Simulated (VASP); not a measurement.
# BaTe (P6_3/mmc) in VASP: single point with PBEsol

Aim: the single point of BaTe with PBEsol.

Program: VASP 6.6.1. These are calculated values, not measurements. Logs are shortened: lines on timing, memory, paths and dates and some standing lists are left out, and cuts for length are marked.

**1. The cell of the first run**

Symmetry: P6_3/mmc, No. 194, hexagonal system. Conventional cell: a = 4.895 Å, b = 4.895 Å, c = 8.584 Å, α = 90.00°, β = 90.00°, γ = 120.00°. Within 4.7 Å of Ba (site symmetry -3m) lie 6 Te at 3.55 Å and 2 Ba at 4.29 Å. Te (site symmetry -6m2) has 6 Ba at 3.55 Å within 4.7 Å.

**2. Single point, PBEsol**

File INCAR:

```
SYSTEM = BaTe
PREC = Accurate ; ENCUT = 520
EDIFF = 1E-6 ; ISMEAR = 0
SIGMA = 0.01 ; LREAL = .FALSE.
LASPH = .TRUE. ; NELM = 80
ALGO = Normal ; ISIF = 2
LWAVE = .FALSE. ; LCHARG = .TRUE.
GGA = PS ; LELF = .TRUE.
LVHAR = .TRUE. ; NBANDS = 24
```

File KPOINTS:

```
Automatic mesh
0
G
  6 6 2
  0 0 0
```

File POSCAR:

```
BaTe
1.0
    4.8953714734      0.0000000000      0.0000000000
   -2.4476857367      4.2395160569      0.0000000000
    0.0000000000      0.0000000000      8.5840688827
Ba Te
2 2
Direct
    0.0000000000      0.0000000000      0.0000000000
    0.0000000000      0.0000000000      0.5000000000
    0.3333333333      0.6666666667      0.2500000000
    0.6666666667      0.3333333333      0.7500000000
```

Potentials or basis: VASP PAW PBE potentials, release 64 (Ba_sv, Te).

Run with:

```bash
cat potpaw_PBE.64/Ba_sv/POTCAR potpaw_PBE.64/Te/POTCAR > POTCAR
mpirun -np 1 vasp_std > vasp.out
```

OUTCAR:

```text
SYSTEM = BaTe
   PREC = Accurate
   ENCUT = 520
   EDIFF = 1E-6
   ISMEAR = 0
   LREAL = .FALSE.
   LASPH = .TRUE.
   NELM = 80
   ISIF = 2
   GGA = PS

 ion  position               nearest neighbor table
   1  0.000  0.000  0.000-   3 3.55   4 3.55   3 3.55   4 3.55   4 3.55   3 3.55   2 4.29   2 4.29

   2  0.000  0.000  0.500-   3 3.55   4 3.55   3 3.55   4 3.55   4 3.55   3 3.55   1 4.29   1 4.29

   3  0.333  0.667  0.250-   1 3.55   2 3.55   1 3.55   2 3.55   1 3.55   2 3.55
   4  0.667  0.333  0.750-   1 3.55   2 3.55   1 3.55   2 3.55   1 3.55   2 3.55

  LATTYP: Found a hexagonal cell.
 ALAT       =     4.8953714734
 C/A-ratio  =     1.7535071504

  Lattice vectors:

 A1 = (   4.8953714734,   0.0000000000,   0.0000000000)
 A2 = (  -2.4476857367,   4.2395160569,   0.0000000000)
 A3 = (   0.0000000000,   0.0000000000,   8.5840688827)

Analysis of symmetry for initial positions (statically):
=====================================================================
 Subroutine PRICEL returns:
 Original cell was already a primitive cell.

 Routine SETGRP: Setting up the symmetry group for a
 hexagonal supercell.

 Subroutine GETGRP returns: Found 24 space group operations
 (whereof 12 operations were pure point group operations)
 out of a pool of 24 trial point group operations.

The static configuration has the point symmetry D_3d.
 The point group associated with its full space group is D_6h.

Analysis of symmetry for dynamics (positions and initial velocities):
=====================================================================
 Subroutine PRICEL returns:
 Original cell was already a primitive cell.

 Routine SETGRP: Setting up the symmetry group for a
 hexagonal supercell.

 Subroutine GETGRP returns: Found 24 space group operations
 (whereof 12 operations were pure point group operations)
 out of a pool of 24 trial point group operations.

The dynamic configuration has the point symmetry D_3d.
 The point group associated with its full space group is D_6h.

 Subroutine INISYM returns: Found 24 space group operations
 (whereof 12 operations are pure point group operations),
 and found     1 'primitive' translations

----------------------------------------------------------------------------------------

                                     Primitive cell

  volume of cell :     178.1538

  direct lattice vectors                    reciprocal lattice vectors
     4.895371473  0.000000000  0.000000000     0.204274590  0.117937989  0.000000000
    -2.447685737  4.239516057  0.000000000     0.000000000  0.235875979  0.000000000
     0.000000000  0.000000000  8.584068883     0.000000000  0.000000000  0.116494871

  length of vectors
     4.895371473  4.895371473  8.584068883     0.235875979  0.235875979  0.116494871

  position of ions in fractional coordinates (direct lattice)
     0.000000000  0.000000000  0.000000000
     0.000000000  0.000000000  0.500000000
     0.333333333  0.666666667  0.250000000
     0.666666667  0.333333333  0.750000000

  ion indices of the primitive-cell ions
   primitive index   ion index
                 1           1
                 2           2
                 3           3
                 4           4

----------------------------------------------------------------------------------------

 KPOINTS: Automatic mesh

Automatic generation of k-mesh.
 Grid dimensions read from file:
 generate k-points for:    6    6    2

 Generating k-lattice:

  Cartesian coordinates                     Fractional coordinates (reciprocal lattice)
     0.034045765  0.019656332  0.000000000     0.166666667  0.000000000  0.000000000
     0.000000000  0.039312663  0.000000000     0.000000000  0.166666667  0.000000000
     0.000000000  0.000000000  0.058247436     0.000000000  0.000000000  0.500000000

  Length of vectors
     0.039312663  0.039312663  0.058247436

  Shift w.r.t. Gamma in fractional coordinates (k-lattice)
     0.000000000  0.000000000  0.000000000

 Subroutine IBZKPT returns following result:
 ===========================================

 Found     14 irreducible k-points:

 Following reciprocal coordinates:
            Coordinates               Weight
  0.000000  0.000000  0.000000      1.000000
  0.166667 -0.000000  0.000000      6.000000
  0.333333 -0.000000  0.000000      6.000000
  0.500000  0.000000  0.000000      3.000000
  0.166667  0.166667  0.000000      6.000000
  0.333333  0.166667  0.000000     12.000000
  0.333333  0.333333  0.000000      2.000000
  0.000000  0.000000  0.500000      1.000000
  0.166667 -0.000000  0.500000      6.000000
  0.333333 -0.000000  0.500000      6.000000
  0.500000  0.000000  0.500000      3.000000
  0.166667  0.166667  0.500000      6.000000
  0.333333  0.166667  0.500000     12.000000
  0.333333  0.333333  0.500000      2.000000
   k-points           NKPTS =     14   k-points in BZ     NKDIM =     14   number of bands    NBANDS=     24
   number of dos      NEDOS =    301   number of ions     NIONS =      4
   total plane-waves  NPLWV =  82944
   dimension x,y,z NGX =    36 NGY =   36 NGZ =   64
   dimension x,y,z NGXF=    72 NGYF=   72 NGZF=  128
   ions per type =               2   2
   NGX,Y,Z   is equivalent  to a cutoff of  12.23, 12.23, 12.39 a.u.
   NGXF,Y,Z  is equivalent  to a cutoff of  24.45, 24.45, 24.79 a.u.
 SYSTEM =  BaTe
   PREC   = accura    normal or accurate (medium, high low for compatibility)
   ISTART =      0    job   : 0-new  1-cont  2-samecut
   ICHARG =      2    charge: 1-file 2-atom 10-const
   ISPIN  =      1    spin polarized calculation?
   LNONCOLLINEAR =      F non collinear calculations
   LSORBIT =      F    spin-orbit coupling
   LASPH  =      T    aspherical Exc in radial PAW
   ENCUT  =  520.0 eV  38.22 Ry    6.18 a.u.   9.10  9.10 15.96*2*pi/ulx,y,z
   NELM   =     80;   NELMIN=  2; NELMDL= -5     # of ELM steps
   EDIFF  = 0.1E-05   stopping-criterion for ELM
   LREAL  =      F    real-space projection
[... 7 lines left out ...]
   TEBEG  =    0.0;   TEEND  =   0.0 temperature during run
   PSTRESS=    0.0 pullay stress
   NELECT =      32.0000    total number of electrons
   NUPDOWN=      -1.0000    fix difference up-down
   EMIN   =  10.00;   EMAX   =-10.00  energy-range for DOS
   EFERMI =   0.00;   METHOD = LEGACY
   ISMEAR =     0;   SIGMA  =   0.01  broadening in eV -4-tet -1-fermi 0-gaus
   EFERMI_NEDOS =   21; number of points for ismear=-14 and -15
   IALGO  =     38    algorithm
   IMIX   =      4    mixing-type and parameters
     AMIX     =   0.40;   BMIX     =  1.00
     AMIX_MAG =   1.60;   BMIX_MAG =  1.00
  volume/ion in A,a.u.               =      44.54       300.56
  Fermi-wavevector in a.u.,A,eV,Ry     =   0.923690  1.745522 11.608545  0.853204
  Thomas-Fermi vector in A             =   2.049355
   LORBIT       =      0    0 simple, 1 ext, 2 COOP (PROOUT), +10 PAW based schemes
   GGA     = PS    functional components
   LHFCALC =     F    Hartree Fock is set to
   AEXX    =    0.0000 exact exchange contribution
   IVDW    =     0    specifies the selected vdW correction
   LEPSILON=     F    determine dielectric tensor
   LRPA    =     F    only Hartree local field effects (RPA)
 non-spin polarized calculation
 Gauss-broadening in eV      SIGMA  =   0.01
  energy-cutoff  :      520.00
  volume of cell :      178.15
 maximum number of plane-waves:      4820
   NGX = 19   NGY = 19   NGZ = 31

 number of electron      32.0000001 magnetization

 Free energy of the ion-electron system (eV)
  ---------------------------------------------------
  ext. energy  EPLUGINS =         0.00000000
  ---------------------------------------------------
  free energy    TOTEN  =       -18.04718900 eV

  energy without entropy =      -18.04718900  energy(sigma->0) =      -18.04718900

 E-fermi :   2.1025     XC(G=0):  -8.2418

 val. band max:        2.0313712148   @ k =   0.0000   0.0000   0.0000
 cond. band min:       3.6142134957   @ k =   0.5000   0.0000   0.0000
 fundamental gap:      1.5828422809
 Fermi energy:         2.1024967857

 k-point     1 :       0.0000    0.0000    0.0000
  band No.  band energies     occupation
      1     -25.2398      2.00000
      2     -25.2149      2.00000
      3     -10.8436      2.00000
      4     -10.3734      2.00000
      5     -10.3734      2.00000
      6     -10.3233      2.00000
[... 16 lines left out ...]
     23       6.1087      0.00000
     24       7.1263      0.00000

 k-point     2 :       0.1667   -0.0000    0.0000
  band No.  band energies     occupation
      1     -25.2373      2.00000
      2     -25.2127      2.00000
      3     -10.8010      2.00000
      4     -10.4632      2.00000
      5     -10.3857      2.00000
      6     -10.3696      2.00000
[... 16 lines left out ...]
     23       6.9805      0.00000
     24       6.9887      0.00000

 k-point     3 :       0.3333   -0.0000    0.0000
  band No.  band energies     occupation
      1     -25.2323      2.00000
      2     -25.2082      2.00000
      3     -10.7229      2.00000
      4     -10.6105      2.00000
      5     -10.4595      2.00000
      6     -10.4103      2.00000
[... 16 lines left out ...]
     23       6.9761      0.00000
     24       7.1369      0.00000
[... 244 lines left out ...]
 k-point    13 :       0.3333    0.1667    0.5000
  band No.  band energies     occupation
      1     -25.2179      2.00000
      2     -25.2179      2.00000
      3     -10.5821      2.00000
      4     -10.5821      2.00000
      5     -10.4565      2.00000
      6     -10.4565      2.00000
[... 16 lines left out ...]
     23       7.1623      0.00000
     24       7.1623      0.00000

 k-point    14 :       0.3333    0.3333    0.5000
  band No.  band energies     occupation
      1     -25.2167      2.00000
      2     -25.2167      2.00000
      3     -10.5553      2.00000
      4     -10.5553      2.00000
      5     -10.4831      2.00000
      6     -10.4831      2.00000
[... 16 lines left out ...]
     23       6.7710      0.00000
     24       6.7710      0.00000

------------------------ aborting loop because EDIFF is reached ----------------------------------------

  FORCE on cell =-STRESS in cart. coord.  units (eV):
  Direction    XX          YY          ZZ          XY          YZ          ZX
  --------------------------------------------------------------------------------------
  -------------------------------------------------------------------------------------
  Total       -1.1663604     -1.1663604     -1.1807722      0.0000000      0.0000000      0.0000000
  in kB      -10.4893412    -10.4893412    -10.6189498      0.0000000      0.0000000      0.0000000
  external PRESSURE =     -10.5325441 kB  Pullay stress =       0.0000000 kB

 VOLUME and BASIS-vectors are now :
 -----------------------------------------------------------------------------
  energy-cutoff  :      520.00
  volume of cell :      178.15
      direct lattice vectors                 reciprocal lattice vectors
     4.895371473  0.000000000  0.000000000     0.204274590  0.117937989  0.000000000
    -2.447685737  4.239516057  0.000000000     0.000000000  0.235875979  0.000000000
     0.000000000  0.000000000  8.584068883     0.000000000  0.000000000  0.116494871

 POSITION                                       TOTAL-FORCE (eV/Angst)
 -----------------------------------------------------------------------------------
      0.00000      0.00000      0.00000         0.000000      0.000000      0.000000
      0.00000      0.00000      4.29203         0.000000      0.000000      0.000000
     -0.00000      2.82634      2.14602        -0.000000      0.000000     -0.000000
      2.44769      1.41317      6.43805        -0.000000     -0.000000      0.000000
 -----------------------------------------------------------------------------------
    total drift:                               -0.000000      0.000000     -0.000000

  FREE ENERGIE OF THE ION-ELECTRON SYSTEM (eV)
  ---------------------------------------------------
  free  energy   TOTEN  =       -18.0471889961 eV

  energy  without entropy=      -18.0471889961  energy(sigma->0) =      -18.04718900
```

It took 41 s on 1 thread of AMD EPYC 7R13 (Zen 3), shared host; peak memory 0.26 GiB.

What came out:

- Free energy: -18.0472 eV
- Pressure: -1.1 GPa
- Band gap on the k mesh: 1.58 eV (least direct gap 1.64 eV)

Caveat: the PAW data sets were made with another functional, which shifts forces and pressure a little; spin-orbit coupling is left out, which moves the levels of the heavy elements. A k mesh can miss the band edges.
